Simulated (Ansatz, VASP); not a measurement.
## PbS: VASP beside Ansatz

Contents of INCAR:

```
PREC     = Accurate       # precision mode
ENCUT    = 520            # plane-wave cutoff, eV
EDIFF    = 1E-6           # SCF threshold, eV
ISMEAR   = 0              # smearing method
SIGMA    = 0.03           # smearing width, eV
LREAL    = F              # projectors in reciprocal space
LASPH    = T              # aspherical terms in the spheres
NELM     = 100            # most SCF steps
ALGO     = Normal         # electronic algorithm
ISIF     = 2              # what is computed and relaxed
LWAVE    = F              # write WAVECAR
LCHARG   = F              # write CHGCAR
GGA      = PE             # functional
IVDW     = 12             # dispersion correction
NBANDS   = 50             # bands
```

The input KPOINTS:

```
Automatic mesh
0
Gamma
  8 8 3
```

File POSCAR:

```
PbS
1.0
   -2.9671314639     -2.9671314639      0.0000000000
    2.9671314639     -2.9671314639      0.0000000000
   -2.4728073620      0.0000000000     11.8685258554
Pb S
4 4
Direct
    0.4479125000      0.5520875000      0.1250000000
   -0.1562625000      0.1562625000      0.3750000000
    0.2395625000      0.7604375000      0.6250000000
   -0.3646125000      0.3646125000      0.8750000000
   -0.0520875000      0.0520875000      0.1250000000
    0.3437375000      0.6562625000      0.3750000000
   -0.2604375000      0.2604375000      0.6250000000
    0.1353875000      0.8646125000      0.8750000000
```

Input for Ansatz:

```yaml
crystal:
  lattice:
    - [-2.9671314639, -2.9671314639, 0.0]
    - [2.9671314639, -2.9671314639, 0.0]
    - [-2.472807362, 0.0, 11.8685258554]
  atoms:
    - { symbol: Pb, position: [0.4479125, 0.5520875, 0.125] }
    - { symbol: Pb, position: [-0.1562625, 0.1562625, 0.375] }
    - { symbol: Pb, position: [0.2395625, 0.7604375, 0.625] }
    - { symbol: Pb, position: [-0.3646125, 0.3646125, 0.875] }
    - { symbol: S, position: [-0.0520875, 0.0520875, 0.125] }
    - { symbol: S, position: [0.3437375, 0.6562625, 0.375] }
    - { symbol: S, position: [-0.2604375, 0.2604375, 0.625] }
    - { symbol: S, position: [0.1353875, 0.8646125, 0.875] }
basis:
  ecutwfc: 420
kpoints:
  mp_grid: { grid: [8, 8, 3] }
hamiltonian:
  xc: pbe
  dispersion: d3bj
scf:
  occupations: { method: gaussian, width: 0.03 }
output:
  forces: true
  stress: true
  eigenvalues: true
```

Alike in both runs: task single point; functional PBE; dispersion D3(BJ); k mesh 8 × 8 × 3; occupations gaussian, width 0.03 eV; no spin polarisation.

|  | VASP | Ansatz |
| --- | --- | --- |
| version | VASP 6.6.1 | Ansatz 0.2.0 |
| potentials or method | VASP PAW PBE potentials, release 64 (Pb_d, S), cutoff 520 eV | scalar-relativistic, plane waves, PAW |
| valence electrons in the cell | 80 | 80 |

Ansatz gave:

```
gap on the k mesh at the Fermi level (eV)                     : 0.39
least direct gap on the mesh (eV)                             : 0.40
pressure (GPa)                                                : -0.4
traceless stress, the component that is largest in VASP (GPa) : 1.71
rms of the force components (eV/Å)                            : 0.570
```

**Question.** What did VASP give for the same quantities?

**Answer.** gap on the k mesh at the Fermi level (eV): 0.39; least direct gap on the mesh (eV): 0.40; pressure (GPa): -0.5; traceless stress, the component that is largest in VASP (GPa): 1.70; rms of the force components (eV/Å): 0.571.

Atom by atom the forces differ by 0.001 eV/Å (rms over components).

Neither program's run includes spin-orbit coupling.
